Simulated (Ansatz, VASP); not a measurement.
**Two plane-wave programs on Sc2Mo**

```
Sc Mo
1.0
     4.45289    0.00000    0.00000
    -2.22644    3.85631    0.00000
     0.00000    0.00000    3.15390
Sc Mo
2 1
Direct
  0.66667 0.33333 0.50000
  0.33333 0.66667 0.50000
  0.00000 0.00000 0.00000
```

Change from the starting cell: species swapped into the HoCd2 type (P6/mmm, No. 191).

Alike in both runs: task relaxation of cell and atoms; functional PBE; k mesh 6 × 6 × 6; occupations gaussian, width 0.1 eV; no spin polarisation.

```csv
,VASP,Ansatz
version,VASP 6.6.1,Ansatz 0.2.0
potentials or method,"VASP PAW PBE potentials, release 64 (Sc_sv, Mo_sv), cutoff 600 eV","scalar-relativistic, plane waves, PAW"
valence electrons in the cell,36,36
```

|  | VASP | Ansatz | Ansatz less VASP |
| --- | --- | --- | --- |
| gap on the k mesh at the Fermi level, each at its own relaxed structure (eV) | none | none | - |
| relaxed volume (Å³/atom) | 19.57 | 19.52 | -0.050 |
| relaxed length of the cell vector where the two differ most in proportion (Å) | 4.870 | 4.864 | -0.0060 |

A gap of «none» marks a metal or a gap that the smearing closes.
